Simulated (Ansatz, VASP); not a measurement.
## One calculation of Cd, two programs

The input INCAR:

```
SYSTEM = Cd
AGGAC    = 1.0          
AGGAX    = 1.0          
ALDAC    = 0.0          
ALDAX    = 1.0          
ALGO     = Normal         ! electronic algorithm
EDIFF    = 1E-6           ! SCF threshold, eV
ENCUT    = 520            ! plane-wave cutoff, eV
GGA      = B5             ! functional
ISIF     = 2              ! what is computed and relaxed
ISMEAR   = 1              ! smearing method
LASPH    = .True.         ! aspherical terms in the spheres
LCHARG   = .False.        ! write CHGCAR
LREAL    = .False.        ! projectors in reciprocal space
LWAVE    = .False.        ! write WAVECAR
NBANDS   = 12             ! bands
NELM     = 100            ! most SCF steps
PREC     = Accurate       ! precision mode
SIGMA    = 0.05           ! smearing width, eV
```

KPOINTS

```
k-points
0
Gamma
  12 12 12
  0 0 0
```

File POSCAR:

```
Cd
1.0
    0.0000000000      2.2181497500      2.2181497500
    2.2181497500      0.0000000000      2.2181497500
    2.2181497500      2.2181497500      0.0000000000
Cd
1
Direct
    0.0000000000      0.0000000000      0.0000000000
```

Input for Ansatz:

```yaml
crystal:
  lattice:
    - [0.0, 2.21814975, 2.21814975]
    - [2.21814975, 0.0, 2.21814975]
    - [2.21814975, 2.21814975, 0.0]
  atoms:
    - { symbol: Cd, position: [0.0, 0.0, 0.0] }
basis:
  ecutwfc: 450.0
kpoints:
  mp_grid:
    grid: [12, 12, 12]
hamiltonian:
  xc: blyp
  pseudopotentials:
    kind: paw
scf:
  occupations:
    method: cold
    width: 0.05
output:
  forces: true
  stress: true
```

Alike in both runs: task single point; functional BLYP; k mesh 12 × 12 × 12; no spin polarisation.

|  | VASP | Ansatz |
| --- | --- | --- |
| version | VASP 6.6.1 | Ansatz 0.2.0 |
| potentials or method | VASP PAW PBE potentials, release 64 (Cd), cutoff 520 eV | plane waves, PAW |
| occupations | methfessel-paxton of order 1, width 0.05 eV | cold, width 0.05 eV |
| valence electrons in the cell | 12 | 20 |

```csv
,VASP,Ansatz,Ansatz less VASP
pressure (GPa),7.7,7.3,-0.41
```

VASP's potentials were made for PBE, not for BLYP. VASP's potentials hold 12 valence electrons a cell and Ansatz's 20, so a difference there can come from the potentials and not from the codes.
